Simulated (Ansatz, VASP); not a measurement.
## One calculation of Te, two programs

```
Te
1.0
    -1.92462    1.92462    1.92462
     1.92462   -1.92462    1.92462
     1.92462    1.92462   -1.92462
Te
1
Direct
  0.00000 0.00000 0.00000
```

Alike in both runs: functional PBE; k mesh 16 × 16 × 16; occupations fermi-dirac, width 0.08 eV; no spin polarisation.

Ansatz relaxed the structure, and its values are those at the end. VASP's run is a single point on that final structure, the one shown.

|  | VASP | Ansatz |
| --- | --- | --- |
| version | VASP 6.6.1 | Ansatz 0.2.0 |
| potentials or method | VASP PAW PBE potentials, release 64 (Te) | PAW with Ansatz's default frozen-core files, scalar-relativistic |
| plane-wave cutoff (eV) | 520 | 420 |
| valence electrons in the cell | 6 | 16 |

|  | VASP | Ansatz | Ansatz less VASP |
| --- | --- | --- | --- |
| pressure (GPa) | -0.1 | 0.0 | +0.09 |

VASP's potentials hold 6 valence electrons a cell and Ansatz's 16, so a difference there can come from the potentials and not from the codes.

Neither program's run includes spin-orbit coupling.
